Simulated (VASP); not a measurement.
A run of VASP 6.6.1:

File INCAR:

```
SYSTEM = Sn
PREC = Accurate
ENCUT = 520
EDIFF = 1E-7
ISMEAR = 0
SIGMA = 0.1
LREAL = .False.
LASPH = .True.
NELM = 60
ALGO = Fast
ISIF = 2
LWAVE = .False.
LCHARG = .False.
GGA = PS
ISYM = 0
NBANDS = 21
```

File KPOINTS:

```
Automatic mesh
0
Gamma
  6 5 23
  0 0 0
```

POSCAR

```
Sn
1.0
    6.5415585737      0.0000000000      0.0000000000
   -3.2707792869      7.3136848248      0.0000000000
    0.0000000000     -4.3882108949      1.4627369650
Sn
2
Direct
    0.5000000000      0.0000000000      0.0000000000
    0.7500000000      0.0000000000      0.5000000000
```

Potentials or basis: VASP PAW PBE potentials, release 64 (Sn_d).

Command:

```console
$ cat potpaw_PBE.64/Sn_d/POTCAR > POTCAR
$ mpirun -np 1 vasp_std > vasp.out
```

Hardware: 1 thread of Intel Xeon 8259CL, with other jobs on the host.

Q: Estimate the wall time of this run.

A: Wall time 39 min on 1 thread of Intel Xeon 8259CL, with other jobs on the host, peak memory 0.61 GiB. Counts: scf iterations 14, k points 346.
